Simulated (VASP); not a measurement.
# AlCu (P4mm) in VASP: a series of runs, part 2 of 2

VASP 6.6.1. Earlier steps stand in the parts before.

## Step 4: Single point, PBEsol

Input file INCAR:

```
  PREC = Accurate
  ENCUT = 520
  EDIFF = 1E-6
  ISMEAR = 0
  SIGMA = 0.15
  LREAL = F
  LASPH = T
  NELM = 60
  ALGO = Fast
  ISIF = 2
  LWAVE = F
  LCHARG = F
  GGA = PS
  NBANDS = 14
```

Input file KPOINTS:

```
regular mesh
0
Gamma
  16 16 16
```

Input file POSCAR:

```
AlCu
1.0
    2.9975090000      0.0000000000      0.0000000000
    0.0000000000      2.9975090000      0.0000000000
    0.0000000000      0.0000000000      2.9975090000
Al Cu
1 1
Direct
    0.0834025853      0.0000000000      0.0000000000
    0.5000000000      0.5000000000      0.5000000000
```

Potentials or basis: VASP PAW PBE potentials, release 64 (Al, Cu).

On the command line:

```sh
cat potpaw_PBE.64/Al/POTCAR potpaw_PBE.64/Cu/POTCAR > POTCAR
mpirun -np 1 vasp_std > vasp.out
```

OUTCAR:

```text
PREC = Accurate
   ENCUT = 520
   EDIFF = 1E-6
   ISMEAR = 0
   LREAL = F
   LASPH = T
   NELM = 60
   ISIF = 2
   GGA = PS

 ion  position               nearest neighbor table
   1  0.083  0.000  0.000-   2 2.46   2 2.46   2 2.46   2 2.46   2 2.75   2 2.75   2 2.75   2 2.75

   2  0.500  0.500  0.500-   1 2.46   1 2.46   1 2.46   1 2.46   1 2.75   1 2.75   1 2.75   1 2.75

  LATTYP: Found a simple cubic cell.
 ALAT       =     2.9975090000

  Lattice vectors:

 A1 = (   2.9975090000,   0.0000000000,   0.0000000000)
 A2 = (   0.0000000000,   2.9975090000,   0.0000000000)
 A3 = (   0.0000000000,   0.0000000000,   2.9975090000)

Analysis of symmetry for initial positions (statically):
=====================================================================
 Subroutine PRICEL returns:
 Original cell was already a primitive cell.

 Routine SETGRP: Setting up the symmetry group for a
 simple cubic supercell.

 Subroutine GETGRP returns: Found  8 space group operations
 (whereof  8 operations were pure point group operations)
 out of a pool of 48 trial point group operations.

The static configuration has the point symmetry C_4v.

Analysis of symmetry for dynamics (positions and initial velocities):
=====================================================================
 Subroutine PRICEL returns:
 Original cell was already a primitive cell.

 Routine SETGRP: Setting up the symmetry group for a
 simple cubic supercell.

 Subroutine GETGRP returns: Found  8 space group operations
 (whereof  8 operations were pure point group operations)
 out of a pool of 48 trial point group operations.

The dynamic configuration has the point symmetry C_4v.

 Subroutine INISYM returns: Found  8 space group operations
 (whereof  8 operations are pure point group operations),
 and found     1 'primitive' translations

----------------------------------------------------------------------------------------

                                     Primitive cell

  volume of cell :      26.9328

  direct lattice vectors                    reciprocal lattice vectors
     2.997509000  0.000000000  0.000000000     0.333610341  0.000000000  0.000000000
     0.000000000  2.997509000  0.000000000     0.000000000  0.333610341  0.000000000
     0.000000000  0.000000000  2.997509000     0.000000000  0.000000000  0.333610341

  length of vectors
     2.997509000  2.997509000  2.997509000     0.333610341  0.333610341  0.333610341

  position of ions in fractional coordinates (direct lattice)
     0.083402585  0.000000000  0.000000000
     0.500000000  0.500000000  0.500000000

  ion indices of the primitive-cell ions
   primitive index   ion index
                 1           1
                 2           2

----------------------------------------------------------------------------------------

 KPOINTS: regular mesh

Automatic generation of k-mesh.
 Grid dimensions read from file:
 generate k-points for:   16   16   16

 Generating k-lattice:

  Cartesian coordinates                     Fractional coordinates (reciprocal lattice)
     0.020850646  0.000000000  0.000000000     0.062500000  0.000000000  0.000000000
     0.000000000  0.020850646  0.000000000     0.000000000  0.062500000  0.000000000
     0.000000000  0.000000000  0.020850646     0.000000000  0.000000000  0.062500000

  Length of vectors
     0.020850646  0.020850646  0.020850646

  Shift w.r.t. Gamma in fractional coordinates (k-lattice)
     0.000000000  0.000000000  0.000000000

 Subroutine IBZKPT returns following result:
 ===========================================

 Found    405 irreducible k-points:

 Following reciprocal coordinates:
            Coordinates               Weight
  0.000000  0.000000  0.000000      1.000000
  0.062500  0.000000  0.000000      2.000000
  0.000000  0.062500  0.000000      4.000000
  0.125000  0.000000  0.000000      2.000000
  0.000000  0.125000  0.000000      4.000000
  0.187500  0.000000  0.000000      2.000000
[... 16 lines left out ...]
  0.187500  0.062500  0.000000      8.000000
  0.000000  0.187500  0.062500      8.000000
 [... further k-points ...]
   k-points           NKPTS =    405   k-points in BZ     NKDIM =    405   number of bands    NBANDS=     14
   number of dos      NEDOS =    301   number of ions     NIONS =      2
   total plane-waves  NPLWV =  13824
   dimension x,y,z NGX =    24 NGY =   24 NGZ =   24
   dimension x,y,z NGXF=    48 NGYF=   48 NGZF=   48
   ions per type =               1   1
   NGX,Y,Z   is equivalent  to a cutoff of  13.31, 13.31, 13.31 a.u.
   NGXF,Y,Z  is equivalent  to a cutoff of  26.62, 26.62, 26.62 a.u.
 SYSTEM =  unknown system
   PREC   = accura    normal or accurate (medium, high low for compatibility)
   ISTART =      0    job   : 0-new  1-cont  2-samecut
   ICHARG =      2    charge: 1-file 2-atom 10-const
   ISPIN  =      1    spin polarized calculation?
   LNONCOLLINEAR =      F non collinear calculations
   LSORBIT =      F    spin-orbit coupling
   LASPH  =      T    aspherical Exc in radial PAW
   ENCUT  =  520.0 eV  38.22 Ry    6.18 a.u.   5.57  5.57  5.57*2*pi/ulx,y,z
   NELM   =     60;   NELMIN=  2; NELMDL= -5     # of ELM steps
   EDIFF  = 0.1E-05   stopping-criterion for ELM
   LREAL  =      F    real-space projection
   EDIFFG = 0.1E-04   stopping-criterion for IOM
   NSW    =      0    number of steps for IOM
   IBRION =     -1    ionic relax: 0-MD 1-quasi-New 2-CG
   NFREE  =      0    steps in history (QN), initial steepest desc. (CG)
   ISIF   =      2    stress and relaxation
   ISYM   =      2    0-nonsym 1-usesym 2-fastsym
   POTIM  = 0.5000    time-step for ionic-motion
   TEBEG  =    0.0;   TEEND  =   0.0 temperature during run
   PSTRESS=    0.0 pullay stress
   NELECT =      14.0000    total number of electrons
   NUPDOWN=      -1.0000    fix difference up-down
   EMIN   =  10.00;   EMAX   =-10.00  energy-range for DOS
   EFERMI =   0.00;   METHOD = LEGACY
   ISMEAR =     0;   SIGMA  =   0.15  broadening in eV -4-tet -1-fermi 0-gaus
   EFERMI_NEDOS =   21; number of points for ismear=-14 and -15
   IALGO  =     68    algorithm
   IMIX   =      4    mixing-type and parameters
     AMIX     =   0.40;   BMIX     =  1.00
     AMIX_MAG =   1.60;   BMIX_MAG =  1.00
  volume/ion in A,a.u.               =      13.47        90.88
  Fermi-wavevector in a.u.,A,eV,Ry     =   1.316306  2.487459 23.574307  1.732663
  Thomas-Fermi vector in A             =   2.446428
   LORBIT       =      0    0 simple, 1 ext, 2 COOP (PROOUT), +10 PAW based schemes
   GGA     = PS    functional components
   LHFCALC =     F    Hartree Fock is set to
   AEXX    =    0.0000 exact exchange contribution
   IVDW    =     0    specifies the selected vdW correction
   LEPSILON=     F    determine dielectric tensor
   LRPA    =     F    only Hartree local field effects (RPA)
 non-spin polarized calculation
 RMM-DIIS sequential band-by-band and
 Gauss-broadening in eV      SIGMA  =   0.15
  energy-cutoff  :      520.00
  volume of cell :       26.93
 maximum number of plane-waves:       743
 NGX is ok and might be reduce to    24
   NGX = 11   NGY = 11   NGZ = 11

 number of electron      14.0000020 magnetization

 Free energy of the ion-electron system (eV)
  ---------------------------------------------------
  ext. energy  EPLUGINS =         0.00000000
  ---------------------------------------------------
  free energy    TOTEN  =        -8.58683675 eV

  energy without entropy =       -8.57996345  energy(sigma->0) =       -8.58340010

 E-fermi :   8.9328     XC(G=0): -11.5959

 val. band max:        8.9242449063   @ k =   0.0000   0.3125   0.3125
 cond. band min:       8.9491069799   @ k =   0.3125   0.3125   0.0000
 fundamental gap:      0.0248620736
 Fermi energy:         8.9328173559

 k-point     1 :       0.0000    0.0000    0.0000
  band No.  band energies     occupation
      1      -2.5231      2.00000
      2       3.9834      2.00000
      3       4.0230      2.00000
      4       4.9894      2.00000
      5       5.0324      2.00000
      6       5.0324      2.00000
      7      12.7799      0.00000
      8      12.7799      0.00000
      9      12.8882      0.00000
     10      15.2657      0.00000
     11      15.3052      0.00000
     12      18.7178      0.00000
     13      27.0163      0.00000
     14      27.0278      0.00000
[... 375 lines left out ...]
 k-point    24 :       0.0000    0.1875    0.0625
  band No.  band energies     occupation
      1      -1.8665      2.00000
      2       3.9928      2.00000
      3       4.1008      2.00000
      4       4.8174      2.00000
      5       4.8974      2.00000
      6       5.0321      2.00000
      7       9.1754      0.02220
      8      12.6076      0.00000
      9      13.7537      0.00000
     10      15.9031      0.00000
     11      17.9212      0.00000
     12      21.5882      0.00000
     13      22.5953      0.00000
     14      23.7359      0.00000

 [... further k-points ...]
[... 5 lines left out ...]
  --------------------------------------------------------------------------------------
  -------------------------------------------------------------------------------------
  Total       -0.5823419     -0.2295640     -0.2295640     -0.0000000      0.0000000      0.0000000
  in kB      -34.6423333    -13.6562941    -13.6562941     -0.0000000      0.0000000      0.0000000
  external PRESSURE =     -20.6516405 kB  Pullay stress =       0.0000000 kB

 VOLUME and BASIS-vectors are now :
 -----------------------------------------------------------------------------
  energy-cutoff  :      520.00
  volume of cell :       26.93
      direct lattice vectors                 reciprocal lattice vectors
     2.997509000  0.000000000  0.000000000     0.333610341  0.000000000  0.000000000
     0.000000000  2.997509000  0.000000000     0.000000000  0.333610341  0.000000000
     0.000000000  0.000000000  2.997509000     0.000000000  0.000000000  0.333610341

 POSITION                                       TOTAL-FORCE (eV/Angst)
 -----------------------------------------------------------------------------------
      0.25000      0.00000      0.00000        -0.931102     -0.000000      0.000000
      1.49875      1.49875      1.49875         0.931102      0.000000     -0.000000
 -----------------------------------------------------------------------------------
    total drift:                               -0.001646      0.000000     -0.000000

  FREE ENERGIE OF THE ION-ELECTRON SYSTEM (eV)
  ---------------------------------------------------
  free  energy   TOTEN  =        -8.5868367516 eV

  energy  without entropy=       -8.5799634535  energy(sigma->0) =       -8.58340010
```

OSZICAR:

```text
N       E                     dE             d eps       ncg     rms          rms(c)
DAV:   1     0.516276647635E+02    0.51628E+02   -0.59720E+03 11740   0.125E+03
DAV:   2    -0.848511647509E+01   -0.60113E+02   -0.53814E+02 11982   0.205E+02
DAV:   3    -0.106200186121E+02   -0.21349E+01   -0.20776E+01 14876   0.439E+01
DAV:   4    -0.106582943678E+02   -0.38276E-01   -0.38256E-01 13694   0.490E+00
DAV:   5    -0.106596642871E+02   -0.13699E-02   -0.13699E-02 16928   0.996E-01    0.128E+01
RMM:   6    -0.113181963843E+02   -0.65853E+00   -0.22084E+01 14097   0.803E+01    0.107E+01
RMM:   7    -0.860829109830E+01    0.27099E+01   -0.56044E+00 13358   0.415E+01    0.915E-01
RMM:   8    -0.858918182554E+01    0.19109E-01   -0.29026E-01 13015   0.982E+00    0.634E-01
RMM:   9    -0.858692035212E+01    0.22615E-02   -0.21075E-02 14858   0.134E+00    0.222E-01
RMM:  10    -0.858673207835E+01    0.18827E-03   -0.68678E-03 14877   0.122E+00    0.122E-01
RMM:  11    -0.858680247651E+01   -0.70398E-04   -0.23930E-03 15550   0.600E-01    0.853E-02
RMM:  12    -0.858680266395E+01   -0.18744E-06   -0.95539E-04 15415   0.450E-01    0.441E-02
RMM:  13    -0.858683067021E+01   -0.28006E-04   -0.54181E-04 17058   0.227E-01    0.219E-02
RMM:  14    -0.858684138835E+01   -0.10718E-04   -0.97618E-05 15759   0.726E-02    0.297E-02
RMM:  15    -0.858683900166E+01    0.23867E-05   -0.12476E-05 14359   0.393E-02    0.265E-02
RMM:  16    -0.858683755793E+01    0.14437E-05   -0.59333E-06 12729   0.369E-02    0.174E-02
RMM:  17    -0.858683675158E+01    0.80635E-06   -0.23141E-06  8734   0.161E-02
   1 F= -.85868368E+01 E0= -.85834001E+01  d E =-.687330E-02
```

It took 89 s on 1 thread of Intel Xeon 6975P-C, shared host; peak memory 0.27 GiB.

Results:

* Free energy: -8.5868 eV
* Pressure: -2.1 GPa
* Largest force: 0.931 eV/Å
* Band gap on the k mesh: zero (band 7 reaches 12.78 eV, above the bottom of band 8 at 8.05 eV)

Forces on the atoms (eV/Å):
```
Al  -0.931  0.000  0.000
Cu   0.931  0.000  0.000
```

Stress tensor (GPa, compression positive):
```
-3.46  0.00  0.00
 0.00 -1.37  0.00
 0.00  0.00 -1.37
```

Caveat: the cell differs from its parent crystal (all Al atoms moved -0.250 Å, as atom 1 towards its neighbour atom 1 (Al) at 2.998 Å); the PAW data sets were made with another functional, which shifts forces and pressure a little.

## Step 5: Single point, PBEsol

Input file INCAR:

```
ALGO = Fast ; EDIFF = 1E-7
ENCUT = 520 ; GGA = PS
ISIF = 2 ; ISMEAR = 0
LASPH = T ; LCHARG = T
LELF = T ; LREAL = F
LVHAR = T ; LWAVE = F
NBANDS = 14 ; NELM = 60
PREC = Accurate ; SIGMA = 0.15
```

Input file KPOINTS:

```
k-points
0
Gamma
  16 16 16
```

POSCAR: that of step 4 with these lines changed.

```diff
@@ -8,3 +8,3 @@
 Direct
-    0.0834025853      0.0000000000      0.0000000000
+   -0.1459545242      0.0000000000      0.0000000000
     0.5000000000      0.5000000000      0.5000000000
```

On the command line:

```sh
cat potpaw_PBE.64/Al/POTCAR potpaw_PBE.64/Cu/POTCAR > POTCAR
mpirun -np 1 vasp_std > vasp.out
```

Run time: 98 s. Hardware: 1 thread of Intel Xeon 6975P-C, shared host; peak memory 0.27 GiB.

The run converged. Its results:

```
Free energy            : -8.3471 eV
Pressure               : 3.8 GPa
Largest force          : 1.619 eV/Å
Band gap on the k mesh : zero (band 7 reaches 12.75 eV, above the bottom of band 8 at 7.91 eV)
```

Forces in eV/Å, atoms in the order of the input:
```
Al   1.619  0.000  0.000
Cu  -1.619  0.000  0.000
```

Stress tensor (GPa, compression positive):
```
-0.66  0.00  0.00
 0.00  6.10  0.00
 0.00  0.00  6.10
```

Levels at points of the mesh, in eV from the Fermi level:
| k point | band 5 | band 6 | band 7 | band 8 | band 9 | band 10 |
| --- | --- | --- | --- | --- | --- | --- |
| (0.00, 0.00, 0.00) | -3.95 | -3.95 | 3.89 | 3.89 | 4.18 | 6.35 |
| (0.50, 0.00, 0.00) | -4.35 | -4.03 | -3.11 | 7.28 | 7.28 | 7.54 |
| (0.00, 0.50, 0.00) | -4.32 | -3.91 | -3.27 | 7.38 | 7.98 | 8.09 |
| (0.50, 0.50, 0.00) | -3.72 | -3.59 | -3.29 | -0.77 | -0.13 | 10.37 |
| (0.00, 0.50, 0.50) | -3.63 | -3.39 | -3.39 | -0.96 | -0.11 | 10.62 |
| (0.50, 0.50, 0.50) | -3.55 | 0.16 | 0.16 | 0.96 | 1.41 | 2.91 |

Caveat: the cell differs from its parent crystal (all Al atoms moved +0.438 Å, as atom 1 towards its neighbour atom 1 (Al) at 2.998 Å); the PAW data sets were made with another functional, which shifts forces and pressure a little.

## Step 6: Single point, PBEsol

Input file INCAR:

```
SYSTEM = AlCu
ALGO = Fast ; EDIFF = 1E-6
ENCUT = 520 ; GGA = PS
ISIF = 2 ; ISMEAR = 0
LASPH = .True. ; LCHARG = .False.
LREAL = .False. ; LWAVE = .False.
NBANDS = 14 ; NELM = 100
PREC = Accurate ; SIGMA = 0.15
```

Input file KPOINTS:

```
k-points
0
Gamma
  16 16 16
  0 0 0
```

POSCAR: that of step 5 with these lines changed.

```diff
@@ -8,3 +8,3 @@
 Direct
-   -0.1459545242      0.0000000000      0.0000000000
+   -0.1042532316      0.0000000000      0.0000000000
     0.5000000000      0.5000000000      0.5000000000
```

Potentials or basis: VASP PAW PBE potentials, release 64 (Al, Cu).

On the command line:

```sh
cat potpaw_PBE.64/Al/POTCAR potpaw_PBE.64/Cu/POTCAR > POTCAR
mpirun -np 1 vasp_std > vasp.out
```

Run time: 77 s. Hardware: 1 thread of Intel Xeon 6975P-C, shared host; peak memory 0.27 GiB.

The run converged. Its results:

| Property | Result |
| --- | --- |
| Free energy | -8.5213 eV |
| Pressure | -0.3 GPa |
| Largest force | 1.164 eV/Å |
| Band gap on the k mesh | zero (band 7 reaches 12.77 eV, above the bottom of band 8 at 8.01 eV) |

Forces in eV/Å, atoms in the order of the input:
```
Al   1.164  0.000  0.000
Cu  -1.164  0.000  0.000
```

Stress tensor (GPa, compression positive):
```
-2.55  0.00  0.00
 0.00  0.77  0.00
 0.00  0.00  0.77
```

Levels at points of the mesh, in eV from the Fermi level:
```tsv
k point	band 5	band 6	band 7	band 8	band 9	band 10
(0.00, 0.00, 0.00)	-3.92	-3.92	3.86	3.86	4.02	6.34
(0.50, 0.00, 0.00)	-4.33	-3.93	-3.13	7.38	7.52	7.52
(0.00, 0.50, 0.00)	-4.31	-3.87	-3.21	7.29	8.07	8.18
(0.50, 0.50, 0.00)	-3.71	-3.55	-3.47	-0.81	-0.14	10.24
(0.00, 0.50, 0.50)	-3.57	-3.50	-3.50	-0.91	-0.13	10.39
(0.50, 0.50, 0.50)	-3.52	0.40	0.40	0.86	1.52	2.61
```

Caveat: the cell differs from its parent crystal (all Al atoms moved +0.312 Å, as atom 1 towards its neighbour atom 1 (Al) at 2.998 Å); the PAW data sets were made with another functional, which shifts forces and pressure a little.

## Step 7: Single point, PBEsol

Input file INCAR:

```
SYSTEM = AlCu
ALGO = Fast
EDIFF = 1E-6
ENCUT = 520
GGA = PS
ISIF = 2
ISMEAR = 0
LASPH = .True.
LCHARG = .False.
LREAL = .False.
LWAVE = .False.
NBANDS = 14
NELM = 60
PREC = Accurate
SIGMA = 0.15
```

KPOINTS is that of step 6.

POSCAR: that of step 6 with these lines changed.

```diff
@@ -8,3 +8,3 @@
 Direct
-   -0.1042532316      0.0000000000      0.0000000000
+   -0.0625519390      0.0000000000      0.0000000000
     0.5000000000      0.5000000000      0.5000000000
```

On the command line:

```sh
cat potpaw_PBE.64/Al/POTCAR potpaw_PBE.64/Cu/POTCAR > POTCAR
mpirun -np 1 vasp_std > vasp.out
```

It took 75 s on 1 thread of Intel Xeon 6975P-C, shared host; peak memory 0.26 GiB.

The run converged. Its results:

```
Free energy            : -8.6378 eV
Pressure               : -3.6 GPa
Largest force          : 0.698 eV/Å
Band gap on the k mesh : zero (band 7 reaches 12.78 eV, above the bottom of band 8 at 8.08 eV)
```

Forces on the atoms (eV/Å):
```
Al   0.698  0.000  0.000
Cu  -0.698  0.000  0.000
```

Stress tensor (GPa, compression positive):
```
-4.35  0.00  0.00
 0.00 -3.18  0.00
 0.00  0.00 -3.18
```

Levels at points of the mesh, in eV from the Fermi level:
| k point | band 4 | band 5 | band 6 | band 7 | band 8 | band 9 | band 10 | band 11 |
| --- | --- | --- | --- | --- | --- | --- | --- | --- |
| (0.00, 0.00, 0.00) | -3.91 | -3.89 | -3.89 | 3.84 | 3.84 | 3.90 | 6.33 | 6.35 |
| (0.50, 0.00, 0.00) | -4.31 | -4.31 | -3.86 | -3.13 | 7.27 | 7.78 | 7.78 | 8.79 |
| (0.00, 0.50, 0.00) | -4.35 | -4.31 | -3.84 | -3.16 | 7.24 | 8.06 | 8.18 | 8.36 |
| (0.50, 0.50, 0.00) | -4.21 | -3.71 | -3.62 | -3.51 | -0.83 | -0.14 | 10.16 | 12.51 |
| (0.00, 0.50, 0.50) | -4.29 | -3.61 | -3.61 | -3.52 | -0.87 | -0.13 | 10.21 | 12.30 |
| (0.50, 0.50, 0.50) | -3.50 | -3.49 | 0.60 | 0.60 | 0.79 | 1.66 | 2.36 | 2.36 |

Caveat: the cell differs from its parent crystal (all Al atoms moved +0.188 Å, as atom 1 towards its neighbour atom 1 (Al) at 2.998 Å); the PAW data sets were made with another functional, which shifts forces and pressure a little.
